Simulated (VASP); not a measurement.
# H15C2NO6 in VASP: single point with PBE

Aim: the single point of H15C2NO6 with PBE.

Program: VASP 6.6.1. These are calculated values, not measurements. Logs are shortened: lines on timing, memory, paths and dates and some standing lists are left out, and cuts for length are marked.

## 1. The cell of the first run

The cell holds a disordered packing, 24 atoms: a = 6.439 Å, b = 6.439 Å, c = 6.439 Å, α = 90.00°, β = 90.00°, γ = 90.00°.

## 2. Single point, PBE

Input file INCAR:

```
PREC = Accurate ; ENCUT = 1000
EDIFF = 1E-6 ; ISMEAR = -1
SIGMA = 0.05 ; LREAL = Auto
LASPH = T ; NELM = 120
ALGO = Normal ; ISIF = 2
LWAVE = F ; LCHARG = T
GGA = PE ; LELF = T
LVHAR = T ; NBANDS = 50
GGA_COMPAT = F
```

Input file KPOINTS:

```
Automatic mesh
0
Gamma
  1 1 1
```

Input file POSCAR:

```
H15C2NO6
1.0
    6.4392770000      0.0000000000      0.0000000000
    0.0000000000      6.4392770000      0.0000000000
    0.0000000000      0.0000000000      6.4392770000
O H C N
6 15 2 1
Direct
    0.5324030831      0.0556705991      0.7820061796
    0.4438801956      0.2344181724      0.2627262576
    0.4072133616      0.6424464111      0.8546578980
    0.0881630485      0.4534800109      0.4039477400
    0.6832336675      0.4030779505      0.5796705865
    0.3138378466      0.8241609795      0.2457594238
    0.6412393424     -0.0103081068      0.8643177340
    0.6040679966      0.1668892710      0.7011119733
    0.4827725126      0.2659061851      0.1199616174
    0.4237744698      0.0813881255      0.2660449565
    0.4070305699      0.7769162423      0.7836420656
    0.5088916257      0.5631688935      0.7724338839
    0.1568998946      0.5889036523      0.4015418177
    0.2019086308      0.3615937578      0.3577742469
    0.6064632198      0.3630012721      0.4528155303
    0.8257746990      0.4314227998      0.5306289526
    0.1719598067      0.8564168133      0.2021272735
    0.3703595751      0.7468788601      0.1258064941
    0.0299124673      0.3647220045      0.9421163341
    0.2350377914      0.1873229774      0.8741370257
    0.0132533330      0.2086115566      0.7121474037
    0.0663513876      0.2121185790      0.8740252923
   -0.0328934505      0.0487520012      0.9896537921
   -0.1136060746     -0.0850727083      1.0810961208
```

Potentials or basis: VASP PAW PBE potentials, release 64 (O_h, H_h, C_h, N_h).

On the command line:

```console
$ cat potpaw_PBE.64/O_h/POTCAR potpaw_PBE.64/H_h/POTCAR potpaw_PBE.64/C_h/POTCAR potpaw_PBE.64/N_h/POTCAR > POTCAR
$ mpirun -np 1 vasp_gam > vasp.out
```

OUTCAR:

```text
PREC = Accurate
   ENCUT = 1000
   EDIFF = 1E-6
   ISMEAR = -1
   LREAL = Auto
   LASPH = T
   NELM = 120
   ISIF = 2
   GGA = PE

 ion  position               nearest neighbor table
   1  0.532  0.056  0.782-   7 0.98   8 1.00
   2  0.444  0.234  0.263-   9 0.97  10 0.99
   3  0.407  0.642  0.855-  11 0.98  12 0.98
   4  0.088  0.453  0.404-  13 0.98  14 0.99
   5  0.683  0.403  0.580-  16 0.99  15 0.99
   6  0.314  0.824  0.246-  17 0.98  18 0.99
   7  0.641  0.990  0.864-   1 0.98
   8  0.604  0.167  0.701-   1 1.00
   9  0.483  0.266  0.120-   2 0.97
  10  0.424  0.081  0.266-   2 0.99
  11  0.407  0.777  0.784-   3 0.98
  12  0.509  0.563  0.772-   3 0.98
  13  0.157  0.589  0.402-   4 0.98
  14  0.202  0.362  0.358-   4 0.99
  15  0.606  0.363  0.453-   5 0.99
  16  0.826  0.431  0.531-   5 0.99
  17  0.172  0.856  0.202-   6 0.98
  18  0.370  0.747  0.126-   6 0.99
  19  0.030  0.365  0.942-  22 1.10
  20  0.235  0.187  0.874-  22 1.10
  21  0.013  0.209  0.712-  22 1.10
  22  0.066  0.212  0.874-  21 1.10  20 1.10  19 1.10  23 1.44
  23  0.967  0.049  0.990-  24 1.17  22 1.44
  24  0.886  0.915  0.081-  23 1.17

  LATTYP: Found a simple cubic cell.
 ALAT       =     6.4392770000

  Lattice vectors:

 A1 = (   6.4392770000,   0.0000000000,   0.0000000000)
 A2 = (   0.0000000000,   6.4392770000,   0.0000000000)
 A3 = (   0.0000000000,   0.0000000000,   6.4392770000)

Analysis of symmetry for initial positions (statically):
=====================================================================
 Subroutine PRICEL returns:
 Original cell was already a primitive cell.

 Routine SETGRP: Setting up the symmetry group for a
 simple cubic supercell.

 Subroutine GETGRP returns: Found  1 space group operations
 (whereof  1 operations were pure point group operations)
 out of a pool of 48 trial point group operations.

The static configuration has the point symmetry C_1 .

Analysis of symmetry for dynamics (positions and initial velocities):
=====================================================================
 Subroutine PRICEL returns:
 Original cell was already a primitive cell.

 Routine SETGRP: Setting up the symmetry group for a
 simple cubic supercell.

 Subroutine GETGRP returns: Found  1 space group operations
 (whereof  1 operations were pure point group operations)
 out of a pool of 48 trial point group operations.

The dynamic configuration has the point symmetry C_1 .

 Subroutine INISYM returns: Found  1 space group operations
 (whereof  1 operations are pure point group operations),
 and found     1 'primitive' translations

----------------------------------------------------------------------------------------

                                     Primitive cell

  volume of cell :     267.0000

  direct lattice vectors                    reciprocal lattice vectors
     6.439277000  0.000000000  0.000000000     0.155296938  0.000000000  0.000000000
     0.000000000  6.439277000  0.000000000     0.000000000  0.155296938  0.000000000
     0.000000000  0.000000000  6.439277000     0.000000000  0.000000000  0.155296938

  length of vectors
     6.439277000  6.439277000  6.439277000     0.155296938  0.155296938  0.155296938

  position of ions in fractional coordinates (direct lattice)
     0.532403083  0.055670599  0.782006180
     0.443880196  0.234418172  0.262726258
     0.407213362  0.642446411  0.854657898
     0.088163049  0.453480011  0.403947740
     0.683233667  0.403077950  0.579670587
     0.313837847  0.824160980  0.245759424
[... 16 lines left out ...]
     0.967106550  0.048752001  0.989653792
     0.886393925  0.914927292  0.081096121

  ion indices of the primitive-cell ions
   primitive index   ion index
                 1           1
                 2           2
                 3           3
                 4           4
                 5           5
                 6           6
[... 16 lines left out ...]
                23          23
                24          24

----------------------------------------------------------------------------------------

 KPOINTS: Automatic mesh

Automatic generation of k-mesh.
 Grid dimensions read from file:
 generate k-points for:    1    1    1

 Generating k-lattice:

  Cartesian coordinates                     Fractional coordinates (reciprocal lattice)
     0.155296938  0.000000000  0.000000000     1.000000000  0.000000000  0.000000000
     0.000000000  0.155296938  0.000000000     0.000000000  1.000000000  0.000000000
     0.000000000  0.000000000  0.155296938     0.000000000  0.000000000  1.000000000

  Length of vectors
     0.155296938  0.155296938  0.155296938

  Shift w.r.t. Gamma in fractional coordinates (k-lattice)
     0.000000000  0.000000000  0.000000000

 Subroutine IBZKPT returns following result:
 ===========================================

 Found      1 irreducible k-points:

 Following reciprocal coordinates:
            Coordinates               Weight
  0.000000  0.000000  0.000000      1.000000
   k-points           NKPTS =      1   k-points in BZ     NKDIM =      1   number of bands    NBANDS=     50
   number of dos      NEDOS =    301   number of ions     NIONS =     24
   total plane-waves  NPLWV = 343000
   dimension x,y,z NGX =    70 NGY =   70 NGZ =   70
   dimension x,y,z NGXF=   140 NGYF=  140 NGZF=  140
   ions per type =               6  15   2   1
   NGX,Y,Z   is equivalent  to a cutoff of  18.07, 18.07, 18.07 a.u.
   NGXF,Y,Z  is equivalent  to a cutoff of  36.14, 36.14, 36.14 a.u.
 SYSTEM =  unknown system
   PREC   = accura    normal or accurate (medium, high low for compatibility)
   ISTART =      0    job   : 0-new  1-cont  2-samecut
   ICHARG =      2    charge: 1-file 2-atom 10-const
   ISPIN  =      1    spin polarized calculation?
   LNONCOLLINEAR =      F non collinear calculations
   LSORBIT =      F    spin-orbit coupling
   LASPH  =      T    aspherical Exc in radial PAW
   ENCUT  = 1000.0 eV  73.50 Ry    8.57 a.u.  16.60 16.60 16.60*2*pi/ulx,y,z
   NELM   =    120;   NELMIN=  2; NELMDL= -5     # of ELM steps
   EDIFF  = 0.1E-05   stopping-criterion for ELM
   LREAL  =      T    real-space projection
   EDIFFG = 0.1E-04   stopping-criterion for IOM
   NSW    =      0    number of steps for IOM
   IBRION =     -1    ionic relax: 0-MD 1-quasi-New 2-CG
   NFREE  =      0    steps in history (QN), initial steepest desc. (CG)
   ISIF   =      2    stress and relaxation
   ISYM   =      2    0-nonsym 1-usesym 2-fastsym
   POTIM  = 0.5000    time-step for ionic-motion
   TEBEG  =    0.0;   TEEND  =   0.0 temperature during run
   PSTRESS=    0.0 pullay stress
   NELECT =      64.0000    total number of electrons
   NUPDOWN=      -1.0000    fix difference up-down
   EMIN   =  10.00;   EMAX   =-10.00  energy-range for DOS
   EFERMI =   0.00;   METHOD = LEGACY
   ISMEAR =    -1;   SIGMA  =   0.05  broadening in eV -4-tet -1-fermi 0-gaus
   EFERMI_NEDOS =   21; number of points for ismear=-14 and -15
   IALGO  =     38    algorithm
   IMIX   =      4    mixing-type and parameters
     AMIX     =   0.40;   BMIX     =  1.00
     AMIX_MAG =   1.60;   BMIX_MAG =  1.00
  volume/ion in A,a.u.               =      11.13        75.08
  Fermi-wavevector in a.u.,A,eV,Ry     =   1.016946  1.921748 14.070850  1.034178
  Thomas-Fermi vector in A             =   2.150318
   LORBIT       =      0    0 simple, 1 ext, 2 COOP (PROOUT), +10 PAW based schemes
   GGA     = PE    functional components
   LHFCALC =     F    Hartree Fock is set to
   AEXX    =    0.0000 exact exchange contribution
   IVDW    =     0    specifies the selected vdW correction
   LEPSILON=     F    determine dielectric tensor
   LRPA    =     F    only Hartree local field effects (RPA)
 non-spin polarized calculation
  energy-cutoff  :     1000.00
  volume of cell :      267.00
 maximum number of plane-waves:      9607
 NGX is ok and might be reduce to    70
   NGX = 33   NGY = 33   NGZ = 33

 number of electron      64.0000000 magnetization

 Free energy of the ion-electron system (eV)
  ---------------------------------------------------
  ext. energy  EPLUGINS =         0.00000000
  ---------------------------------------------------
  free energy    TOTEN  =      -125.06955113 eV

  energy without entropy =     -125.06955113  energy(sigma->0) =     -125.06955113

 E-fermi :  -2.2590     XC(G=0):  -6.6041

 val. band max:       -3.4962947754   @ k =   0.0000   0.0000   0.0000
 cond. band min:       1.5543247150   @ k =   0.0000   0.0000   0.0000
 fundamental gap:      5.0506194904
 Fermi energy:        -2.2590266195

 k-point     1 :       0.0000    0.0000    0.0000
  band No.  band energies     occupation
      1     -22.3783      2.00000
      2     -21.9164      2.00000
      3     -21.8911      2.00000
      4     -21.5725      2.00000
      5     -21.3996      2.00000
      6     -21.3624      2.00000
[... 36 lines left out ...]
     43       6.7497      0.00000
     44       6.9630      0.00000
 [bands above 44 left out]

------------------------ aborting loop because EDIFF is reached ----------------------------------------

  FORCE on cell =-STRESS in cart. coord.  units (eV):
  Direction    XX          YY          ZZ          XY          YZ          ZX
  --------------------------------------------------------------------------------------
  -------------------------------------------------------------------------------------
  Total        0.7959418      0.3941287     -0.0013511     -0.4621282     -0.7325384      1.4543538
  in kB        4.7761785      2.3650336     -0.0081073     -2.7730755     -4.3957166      8.7270875
  external PRESSURE =       2.3777016 kB  Pullay stress =       0.0000000 kB

 VOLUME and BASIS-vectors are now :
 -----------------------------------------------------------------------------
  energy-cutoff  :     1000.00
  volume of cell :      267.00
      direct lattice vectors                 reciprocal lattice vectors
     6.439277000  0.000000000  0.000000000     0.155296938  0.000000000  0.000000000
     0.000000000  6.439277000  0.000000000     0.000000000  0.155296938  0.000000000
     0.000000000  0.000000000  6.439277000     0.000000000  0.000000000  0.155296938

 POSITION                                       TOTAL-FORCE (eV/Angst)
 -----------------------------------------------------------------------------------
      3.42829      0.35848      5.03555         0.199739      0.189663     -0.057024
      2.85827      1.50948      1.69177         0.055881      0.079045     -0.032525
      2.62216      4.13689      5.50338         0.061891     -0.027192     -0.094794
      0.56771      2.92008      2.60113         0.136414      0.001453      0.005948
      4.39953      2.59553      3.73266        -0.007767     -0.040843     -0.059096
      2.02089      5.30700      1.58251         0.002523      0.036914      0.045794
[... 16 lines left out ...]
      6.22747      0.31393      6.37265         0.056300      0.144278     -0.049060
      5.70774      5.89147      0.52220        -0.006193      0.014490     -0.007424
 -----------------------------------------------------------------------------------
    total drift:                               -0.000339      0.001703      0.004418

  FREE ENERGIE OF THE ION-ELECTRON SYSTEM (eV)
  ---------------------------------------------------
  free  energy   TOTEN  =      -125.0695511298 eV

  energy  without entropy=     -125.0695511298  energy(sigma->0) =     -125.06955113
```

Wall time 91 s (1 thread of Intel Xeon Platinum 8259CL at 2.50GHz (Skylake/Cascade Lake), shared host); peak memory 0.71 GiB.

Results:

```
Free energy   : -125.0696 eV
Pressure      : 0.2 GPa
Largest force : 0.297 eV/Å
```

Forces in eV/Å, atoms in the order of the input:
```
O    0.200  0.190 -0.057
O    0.056  0.079 -0.033
O    0.062 -0.027 -0.095
O    0.136  0.001  0.006
O   -0.008 -0.041 -0.059
O    0.003  0.037  0.046
H   -0.069  0.019 -0.034
H   -0.122 -0.199  0.184
H   -0.060 -0.085  0.098
H   -0.022 -0.058 -0.040
H    0.025  0.008  0.044
H   -0.019 -0.022  0.046
H   -0.083  0.031 -0.038
H   -0.148  0.001  0.014
H   -0.003 -0.025  0.012
H   -0.022 -0.019 -0.022
H    0.005 -0.085  0.007
H    0.013 -0.035 -0.024
H    0.036 -0.009 -0.024
H    0.019  0.024 -0.020
H    0.014  0.034  0.042
C   -0.062  0.019  0.003
C    0.056  0.144 -0.049
N   -0.006  0.014 -0.007
```

Caveat: the k points lie up to 0.98 Å⁻¹ apart, too coarse for converged energies, forces and pressures.
